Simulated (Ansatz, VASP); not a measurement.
**Cs in VASP and in Ansatz**

Contents of INCAR:

```
PREC     = Accurate       # precision mode
ENCUT    = 520            # plane-wave cutoff, eV
EDIFF    = 1E-6           # SCF threshold, eV
ISMEAR   = -1             # smearing method
SIGMA    = 0.05           # smearing width, eV
LREAL    = False          # projectors in reciprocal space
LASPH    = True           # aspherical terms in the spheres
NELM     = 100            # most SCF steps
ALGO     = Normal         # electronic algorithm
ISIF     = 2              # what is computed and relaxed
LWAVE    = False          # write WAVECAR
LCHARG   = False          # write CHGCAR
NBANDS   = 10             # bands
```

The input KPOINTS:

```
regular mesh
0
Gamma
  6 6 6
```

File POSCAR:

```
Cs
1.0
    0.0000000000      4.0257737477      4.0257737477
    4.0257737477      0.0000000000      4.0257737477
    4.0257737477      4.0257737477      0.0000000000
Cs
1
Direct
    0.0000000000      0.0000000000      0.0000000000
```

Contents of input.yaml:

```yaml
crystal:
  lattice:
    - [0.0, 4.0257737477, 4.0257737477]
    - [4.0257737477, 0.0, 4.0257737477]
    - [4.0257737477, 4.0257737477, 0.0]
  atoms:
    - { symbol: Cs, position: [0.0, 0.0, 0.0] }
hamiltonian:
  xc: lda
  pseudopotentials: { kind: paw }
kpoints:
  mp_grid: { grid: [6, 6, 6] }
scf:
  occupations: { method: fermi_dirac, width: 0.05 }
output:
  forces: true
  stress: true
  eigenvalues: true
  write_density: true
  write_potential: true
  elf: true
  volumetric_format: npy
```

Alike in both runs: task single point; functional LDA; k mesh 6 × 6 × 6; occupations fermi-dirac, width 0.05 eV; no spin polarisation.

|  | VASP | Ansatz |
| --- | --- | --- |
| version | VASP 6.6.1 | Ansatz 0.2.0 |
| potentials or method | VASP PAW LDA potentials, release 64 (Cs_sv) | Ansatz PAW |
| plane-wave cutoff (eV) | 520 | 420 |
| valence electrons in the cell | 9 | 9 |

|  | VASP | Ansatz | Ansatz less VASP |
| --- | --- | --- | --- |
| gap on the k mesh at the Fermi level (eV) | none | none | - |
| pressure (GPa) | -0.4 | -0.4 | +0.01 |

LDA's correlation is that of Perdew and Zunger in VASP and of Perdew and Wang (1992) in Ansatz. A gap of «none» marks a metal or a gap that the smearing closes.

Neither program's run includes spin-orbit coupling.
